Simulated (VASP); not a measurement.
A run of VASP 6.6.1:

INCAR

```
SYSTEM = Si6O13
PREC = Accurate
ENCUT = 520
EDIFF = 1E-6
ISMEAR = 0
SIGMA = 0.02
LREAL = Auto
LASPH = .True.
NELM = 150
ALGO = Normal
ISIF = 2
LWAVE = .False.
LCHARG = .False.
ISPIN = 2
MAGMOM = 0 0 0 0 0 0 0 0 0 0.21 0 0 0 0 0.19 0 0 0 1.21
LORBIT = 11
GGA = PE
NBANDS = 70
```

Contents of KPOINTS:

```
regular mesh
0
Gamma
  2 2 2
  0 0 0
```

POSCAR

```
Si6O13
1.0
    6.8929790000     -2.4211910000      0.0000000000
    6.8929790000      2.4211910000      0.0000000000
   -5.5006860000      0.0000000000      6.7966690000
Si O
6 13
Direct
    0.4228225485      0.9106444511      0.6564183131
    0.0897558929      0.5755226085      0.8420089311
    0.5714444876      0.1059776987      0.3443919367
    0.8919495812      0.4554619187      0.1715522707
    1.0017306933     -0.0057499227      0.2466509698
   -0.0050124229      1.0152664399      0.7595472135
    0.7337039382      0.1482565282      0.3144455026
    0.8680169887      0.2386197210      0.1615765017
    0.2583324278      0.8801693667      0.6957853913
    0.1234436858      0.7503434223      0.8172775517
    0.3022798094      0.9039902899      0.4274273177
    0.0902116703      0.6921480727      0.0685654988
    0.2096012976      0.4019933889      0.2963392803
    0.5974979886      0.8170188773      0.1805131308
    0.7844070754      0.6229291086      0.6989676855
    0.3784355204      0.2139466387      0.8005168414
    0.9029150278      0.3154942089      0.9401756949
    0.6975457299      0.0994636290      0.5701233943
   -0.0470738738      0.5132127785      0.4335175069
```

Potentials or basis: VASP PAW PBE potentials, release 64 (Si, O).

Command:

```console
$ cat potpaw_PBE.64/Si/POTCAR potpaw_PBE.64/O/POTCAR > POTCAR
$ mpirun -np 1 vasp_std > vasp.out
```

Hardware: 1 thread of Intel Xeon 8259CL, with other jobs on the host.

Task: Estimate the wall time of this run.

Result: Run time: 25 min on 1 thread of Intel Xeon 8259CL, on a shared host, peak memory 0.69 GiB. Counts: scf iterations 18, k points 8.
